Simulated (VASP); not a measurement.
# CoSi3 (Fm-3m) in VASP: notebook, part 2 of 2

VASP 6.6.1.

### Step 3. Single point, PBE, collinear spin, ferromagnetic start

This run uses another cell than the first one, of 12.30 Å³/atom.

INCAR reads:

```
SYSTEM = CoSi3
PREC = Accurate
ENCUT = 520
EDIFF = 1E-6
ISMEAR = 0
SIGMA = 0.1
LREAL = .False.
LASPH = .True.
NELM = 150
ALGO = Normal
ISIF = 2
LWAVE = .False.
LCHARG = .False.
ISPIN = 2
MAGMOM = 0 0 0 2
LORBIT = 11
LMAXMIX = 4
GGA = PE
NBANDS = 22
```

KPOINTS reads:

```
regular mesh
0
Gamma
  12 12 12
  0 0 0
```

POSCAR reads:

```
CoSi3
1.0
    0.0000000000      2.9084897440      2.9084897440
    2.9084897440      0.0000000000      2.9084897440
    2.9084897440      2.9084897440      0.0000000000
Si Co
3 1
Direct
    0.2500000000      0.2500000000      0.2500000000
    0.7500000000      0.7500000000      0.7500000000
    0.5000000000      0.5000000000      0.5000000000
    0.0000000000      0.0000000000      0.0000000000
```

Potentials or basis: VASP PAW PBE potentials, release 64 (Si, Co).

Command:

```sh
$ cat potpaw_PBE.64/Si/POTCAR potpaw_PBE.64/Co/POTCAR > POTCAR
$ mpirun -np 1 vasp_std > vasp.out
```

OUTCAR:

```text
SYSTEM = CoSi3
   PREC = Accurate
   ENCUT = 520
   EDIFF = 1E-6
   ISMEAR = 0
   LREAL = .False.
   LASPH = .True.
   NELM = 150
   ISIF = 2
   ISPIN = 2
   LORBIT = 11
   GGA = PE

 ion  position               nearest neighbor table
   1  0.250  0.250  0.250-   4 2.52   4 2.52   4 2.52   3 2.52   4 2.52   3 2.52   3 2.52   3 2.52
                             2 2.91   2 2.91   2 2.91   2 2.91   2 2.91   2 2.91
   2  0.750  0.750  0.750-   3 2.52   3 2.52   3 2.52   3 2.52   4 2.52   4 2.52   4 2.52   4 2.52
                             1 2.91   1 2.91   1 2.91   1 2.91   1 2.91   1 2.91
   3  0.500  0.500  0.500-   1 2.52   1 2.52   1 2.52   1 2.52   2 2.52   2 2.52   2 2.52   2 2.52
                             4 2.91   4 2.91   4 2.91   4 2.91   4 2.91   4 2.91
   4  0.000  0.000  0.000-   2 2.52   2 2.52   2 2.52   1 2.52   2 2.52   1 2.52   1 2.52   1 2.52
                             3 2.91   3 2.91   3 2.91   3 2.91   3 2.91   3 2.91

  LATTYP: Found a face centered cubic cell.
 ALAT       =     5.8169794880

  Lattice vectors:

 A1 = (   0.0000000000,   2.9084897440,   2.9084897440)
 A2 = (   2.9084897440,   0.0000000000,   2.9084897440)
 A3 = (   2.9084897440,   2.9084897440,   0.0000000000)

Analysis of symmetry for initial positions (statically):
[... 1411 lines left out ...]
  -------------------------------------------------------------------------------------
  Total        1.7707829      1.7707829      1.7707829      0.0000000     -0.0000000     -0.0000000
  in kB       57.6558387     57.6558387     57.6558387      0.0000000     -0.0000000     -0.0000000
  external PRESSURE =      57.6558387 kB  Pullay stress =       0.0000000 kB

 VOLUME and BASIS-vectors are now :
 -----------------------------------------------------------------------------
  energy-cutoff  :      520.00
  volume of cell :       49.21
      direct lattice vectors                 reciprocal lattice vectors
     0.000000000  2.908489744  2.908489744    -0.171910525  0.171910525  0.171910525
     2.908489744  0.000000000  2.908489744     0.171910525 -0.171910525  0.171910525
     2.908489744  2.908489744  0.000000000     0.171910525  0.171910525 -0.171910525

 POSITION                                       TOTAL-FORCE (eV/Angst)
 -----------------------------------------------------------------------------------
      1.45424      1.45424      1.45424         0.000000      0.000000      0.000000
      4.36273      4.36273      4.36273        -0.000000     -0.000000     -0.000000
      2.90849      2.90849      2.90849        -0.000000      0.000000      0.000000
      0.00000      0.00000      0.00000        -0.000000      0.000000      0.000000
 -----------------------------------------------------------------------------------
    total drift:                                0.000000     -0.000000      0.000000

  FREE ENERGIE OF THE ION-ELECTRON SYSTEM (eV)
  ---------------------------------------------------
  free  energy   TOTEN  =       -22.1667347295 eV

  energy  without entropy=      -22.1529261690  energy(sigma->0) =      -22.15983045

 total charge

# of ion       s       p       d       tot
------------------------------------------
    1        0.814   0.768   0.000   1.582
    2        0.814   0.768   0.000   1.582
    3        0.844   0.752   0.000   1.596
    4        0.419   0.482   7.457   8.358
--------------------------------------------------
tot          2.890   2.770   7.457  13.117

 magnetization (x)

# of ion       s       p       d       tot
------------------------------------------
    1        0.006  -0.002   0.000   0.004
    2        0.006  -0.002   0.000   0.004
    3       -0.002   0.008   0.000   0.006
    4       -0.001  -0.004   0.222   0.217
--------------------------------------------------
tot          0.009   0.001   0.222   0.232
```

It took 3.8 min on 1 thread of Intel Xeon 8259CL, shared host; peak memory 0.28 GiB.

What came out:

```
Free energy                                           : -22.1667 eV
Pressure                                              : 5.8 GPa
Net moment                                            : 0.22 μB per cell
Site moments                                          : Si +0.00, +0.01 (each value once); Co +0.22 μB
Valence electrons inside the program's atomic spheres : Si 1.58, 1.60 (each value once); Co 8.36
```

Levels at points of the mesh, in eV from the Fermi level:
Spin up:
| k point | band 8 | band 9 | band 10 | band 11 | band 12 | band 13 | band 14 | band 15 |
| --- | --- | --- | --- | --- | --- | --- | --- | --- |
| (0.00, 0.00, 0.00) | -2.39 | -2.39 | -2.39 | -0.09 | 0.86 | 0.86 | 0.86 | 2.11 |
| (0.50, 0.00, 0.00) | -2.54 | -2.19 | -2.19 | -0.07 | -0.07 | 1.36 | 5.37 | 5.37 |
| (0.50, 0.50, 0.00) | -2.18 | -1.89 | -0.92 | -0.20 | 4.38 | 4.38 | 5.55 | 5.55 |
Spin down:
```tsv
k point	band 8	band 9	band 10	band 11	band 12	band 13
(0.00, 0.00, 0.00)	-2.38	-2.27	-2.27	-0.08	1.03	1.03
(0.50, 0.00, 0.00)	-2.54	-2.00	-2.00	0.12	0.12	1.48
(0.50, 0.50, 0.00)	-1.99	-1.70	-0.72	0.02	4.42	4.42
```

Caveat: the cell stands under pressure.

### Step 4. Single point, PBE, collinear spin, ferromagnetic start

This run uses another cell than the first one, of 12.81 Å³/atom.

INCAR reads:

```
ALGO = Normal ; EDIFF = 1E-6
ENCUT = 520 ; GGA = PE
ISIF = 2 ; ISMEAR = 0
ISPIN = 2 ; LASPH = True
LCHARG = False ; LMAXMIX = 4
LORBIT = 11 ; LREAL = False
LWAVE = False ; MAGMOM = 0 0 0 2
NBANDS = 22 ; NELM = 150
PREC = Accurate ; SIGMA = 0.1
```

KPOINTS reads:

```
k-points
0
Gamma
  12 12 12
```

POSCAR reads:

```
CoSi3
1.0
    0.0000000000      2.9483370208      2.9483370208
    2.9483370208      0.0000000000      2.9483370208
    2.9483370208      2.9483370208      0.0000000000
Si Co
3 1
Direct
    0.2500000000      0.2500000000      0.2500000000
    0.7500000000      0.7500000000      0.7500000000
    0.5000000000      0.5000000000      0.5000000000
    0.0000000000      0.0000000000      0.0000000000
```

Potentials or basis: VASP PAW PBE potentials, release 64 (Si, Co).

Command:

```sh
$ cat potpaw_PBE.64/Si/POTCAR potpaw_PBE.64/Co/POTCAR > POTCAR
$ mpirun -np 1 vasp_std > vasp.out
```

OUTCAR:

```text
EDIFF = 1E-6
   ENCUT = 520
   GGA = PE
   ISIF = 2
   ISMEAR = 0
   ISPIN = 2
   LASPH = True
   LORBIT = 11
   LREAL = False
   NELM = 150
   PREC = Accurate

 ion  position               nearest neighbor table
   1  0.250  0.250  0.250-   4 2.55   3 2.55   4 2.55   3 2.55   4 2.55   4 2.55   3 2.55   3 2.55
                             2 2.95   2 2.95   2 2.95   2 2.95   2 2.95   2 2.95
   2  0.750  0.750  0.750-   3 2.55   4 2.55   3 2.55   3 2.55   4 2.55   3 2.55   4 2.55   4 2.55
[... 1436 lines left out ...]
      direct lattice vectors                 reciprocal lattice vectors
     0.000000000  2.948337021  2.948337021    -0.169587125  0.169587125  0.169587125
     2.948337021  0.000000000  2.948337021     0.169587125 -0.169587125  0.169587125
     2.948337021  2.948337021  0.000000000     0.169587125  0.169587125 -0.169587125

 POSITION                                       TOTAL-FORCE (eV/Angst)
 -----------------------------------------------------------------------------------
      1.47417      1.47417      1.47417         0.000000     -0.000000      0.000000
      4.42251      4.42251      4.42251        -0.000000      0.000000     -0.000000
      2.94834      2.94834      2.94834         0.000000     -0.000000      0.000000
      0.00000      0.00000      0.00000         0.000000     -0.000000      0.000000
 -----------------------------------------------------------------------------------
    total drift:                                0.000000     -0.000000      0.000000

  FREE ENERGIE OF THE ION-ELECTRON SYSTEM (eV)
  ---------------------------------------------------
  free  energy   TOTEN  =       -22.2024496680 eV

  energy  without entropy=      -22.1887383518  energy(sigma->0) =      -22.19559401

 total charge

# of ion       s       p       d       tot
------------------------------------------
    1        0.818   0.745   0.000   1.564
    2        0.818   0.745   0.000   1.564
    3        0.848   0.727   0.000   1.574
    4        0.405   0.446   7.431   8.282
--------------------------------------------------
tot          2.889   2.664   7.431  12.984

 magnetization (x)

# of ion       s       p       d       tot
------------------------------------------
    1        0.005  -0.002   0.000   0.003
    2        0.005  -0.002   0.000   0.003
    3       -0.001   0.006   0.000   0.005
    4       -0.001  -0.003   0.198   0.194
--------------------------------------------------
tot          0.008  -0.001   0.198   0.204
```

Run time: 4.2 min. Hardware: 1 thread of Intel Xeon 8259CL, shared host; peak memory 0.29 GiB.

What came out:

- Free energy: -22.2024 eV
- Pressure: -0.1 GPa
- Net moment: 0.19 μB per cell
- Site moments: Si +0.00, +0.01 (each value once); Co +0.19 μB
- Valence electrons inside the program's atomic spheres: Si 1.56, 1.57 (each value once); Co 8.28

### Step 5. Single point, PBE, collinear spin, ferromagnetic start

This run uses another cell than the first one, of 12.81 Å³/atom.

INCAR reads:

```
SYSTEM = CoSi3
ALGO = Normal ; EDIFF = 1E-6
ENCUT = 520 ; GGA = PE
ISIF = 2 ; ISMEAR = 0
ISPIN = 2 ; LASPH = .True.
LCHARG = .False. ; LMAXMIX = 4
LORBIT = 11 ; LREAL = .False.
LWAVE = .False. ; MAGMOM = 0 0 0 3.5
NBANDS = 22 ; NELM = 150
PREC = Accurate ; SIGMA = 0.1
```

KPOINTS reads:

```
k-points
0
Gamma
  12 12 12
  0 0 0
```

POSCAR is that of step 4.

Command:

```sh
$ cat potpaw_PBE.64/Si/POTCAR potpaw_PBE.64/Co/POTCAR > POTCAR
$ mpirun -np 1 vasp_std > vasp.out
```

Wall time 4.9 min (1 thread of Intel Xeon 8259CL, shared host); peak memory 0.28 GiB.

The run converged. Its results:

```
Free energy                                           : -22.2024 eV
Pressure                                              : -0.1 GPa
Net moment                                            : 0.19 μB per cell
Site moments                                          : Si +0.00, +0.01 (each value once); Co +0.20 μB
Valence electrons inside the program's atomic spheres : Si 1.56, 1.57 (each value once); Co 8.28
```

Levels at points of the mesh, in eV from the Fermi level:
Spin up:
| k point | band 8 | band 9 | band 10 | band 11 | band 12 | band 13 | band 14 | band 15 |
| --- | --- | --- | --- | --- | --- | --- | --- | --- |
| (0.00, 0.00, 0.00) | -2.24 | -2.23 | -2.23 | -0.37 | 0.87 | 0.87 | 0.87 | 2.10 |
| (0.50, 0.00, 0.00) | -2.36 | -2.02 | -2.02 | -0.03 | -0.03 | 1.23 | 5.16 | 5.39 |
| (0.50, 0.50, 0.00) | -2.02 | -1.73 | -0.87 | -0.20 | 4.30 | 4.30 | 5.45 | 5.45 |
Spin down:
| k point | band 6 | band 7 | band 8 | band 9 | band 10 | band 11 | band 12 | band 13 | band 14 | band 15 |
| --- | --- | --- | --- | --- | --- | --- | --- | --- | --- | --- |
| (0.00, 0.00, 0.00) | -2.23 | -2.23 | -2.23 | -2.09 | -2.09 | -0.36 | 1.02 | 1.02 | 1.02 | 2.09 |
| (0.50, 0.00, 0.00) | -2.49 | -2.37 | -2.37 | -1.86 | -1.86 | 0.13 | 0.13 | 1.33 | 5.16 | 5.40 |
| (0.50, 0.50, 0.00) | -3.84 | -1.85 | -1.85 | -1.56 | -0.69 | 0.00 | 4.33 | 4.33 | 5.45 | 5.45 |

### Step 6. Single point, PBE, collinear spin, ferromagnetic start

This run uses another cell than the first one, of 12.81 Å³/atom.

INCAR reads:

```
SYSTEM = CoSi3
PREC = Accurate
ENCUT = 520
EDIFF = 1E-7
ISMEAR = 0
SIGMA = 0.1
LREAL = .False.
LASPH = .True.
NELM = 150
ALGO = Normal
ISIF = 2
LWAVE = .False.
LCHARG = .False.
ISPIN = 2
MAGMOM = 0 0 0 0.5
LORBIT = 11
LMAXMIX = 4
GGA = PE
NBANDS = 22
```

KPOINTS reads:

```
regular mesh
0
Gamma
  12 12 12
  0 0 0
```

POSCAR is that of step 5.

Potentials or basis: VASP PAW PBE potentials, release 64 (Si, Co).

Command:

```sh
$ cat potpaw_PBE.64/Si/POTCAR potpaw_PBE.64/Co/POTCAR > POTCAR
$ mpirun -np 1 vasp_std > vasp.out
```

OUTCAR:

```text
SYSTEM = CoSi3
   PREC = Accurate
   ENCUT = 520
   EDIFF = 1E-7
   ISMEAR = 0
   LREAL = .False.
   LASPH = .True.
   NELM = 150
   ISIF = 2
   ISPIN = 2
   LORBIT = 11
   GGA = PE

 ion  position               nearest neighbor table
   1  0.250  0.250  0.250-   4 2.55   3 2.55   4 2.55   3 2.55   4 2.55   4 2.55   3 2.55   3 2.55
                             2 2.95   2 2.95   2 2.95   2 2.95   2 2.95   2 2.95
   2  0.750  0.750  0.750-   3 2.55   4 2.55   3 2.55   3 2.55   4 2.55   3 2.55   4 2.55   4 2.55
                             1 2.95   1 2.95   1 2.95   1 2.95   1 2.95   1 2.95
   3  0.500  0.500  0.500-   1 2.55   2 2.55   1 2.55   1 2.55   2 2.55   1 2.55   2 2.55   2 2.55
                             4 2.95   4 2.95   4 2.95   4 2.95   4 2.95   4 2.95
   4  0.000  0.000  0.000-   2 2.55   1 2.55   2 2.55   1 2.55   2 2.55   2 2.55   1 2.55   1 2.55
                             3 2.95   3 2.95   3 2.95   3 2.95   3 2.95   3 2.95

[... 1437 lines left out ...]
      1.47417      1.47417      1.47417        -0.000000     -0.000000      0.000000
      4.42251      4.42251      4.42251         0.000000      0.000000     -0.000000
      2.94834      2.94834      2.94834         0.000000     -0.000000      0.000000
      0.00000      0.00000      0.00000         0.000000     -0.000000      0.000000
 -----------------------------------------------------------------------------------
    total drift:                                0.000000     -0.000000      0.000000

  FREE ENERGIE OF THE ION-ELECTRON SYSTEM (eV)
  ---------------------------------------------------
  free  energy   TOTEN  =       -22.2024496229 eV

  energy  without entropy=      -22.1887226357  energy(sigma->0) =      -22.19558613

 total charge

# of ion       s       p       d       tot
------------------------------------------
    1        0.818   0.745   0.000   1.564
    2        0.818   0.745   0.000   1.564
    3        0.848   0.727   0.000   1.574
    4        0.405   0.446   7.431   8.282
--------------------------------------------------
tot          2.889   2.664   7.431  12.984

 magnetization (x)

# of ion       s       p       d       tot
------------------------------------------
    1        0.005  -0.002   0.000   0.003
    2        0.005  -0.002   0.000   0.003
    3       -0.001   0.006   0.000   0.005
    4       -0.001  -0.003   0.196   0.193
--------------------------------------------------
tot          0.008  -0.001   0.196   0.203
```

It took 5.8 min on 1 thread of Intel Xeon 8259CL, shared host; peak memory 0.29 GiB.

What came out:

| Property | Result |
| --- | --- |
| Free energy | -22.2024 eV |
| Pressure | -0.1 GPa |
| Net moment | 0.19 μB per cell |
| Site moments | Si +0.00, +0.01 (each value once); Co +0.19 μB |
| Valence electrons inside the program's atomic spheres | Si 1.56, 1.57 (each value once); Co 8.28 |

### Step 7. Summary

| cell | gap on the mesh (eV) | pressure (GPa) | moment (μB) |
| --- | --- | --- | --- |
| a = 4.055 Å, angles 60.0°, 4 atoms | none | 13.2 | 0.27 |
| a = 4.113 Å, angles 60.0°, 4 atoms | none | 5.8 | 0.22 |
| a = 4.170 Å, angles 60.0°, 4 atoms | none | -0.1 | 0.19 |

Alike in all rows: task single point; level PBE; potentials or basis VASP PAW PBE potentials, release 64 (Si, Co); spin collinear, ferromagnetic start; k mesh 12 × 12 × 12; cutoff (eV) 520; smearing gaussian 0.1 eV.

Caveats: the cell stands under pressure (at least some runs).

Total energies depend on the potentials used, so only differences within one code and one set of settings carry meaning.
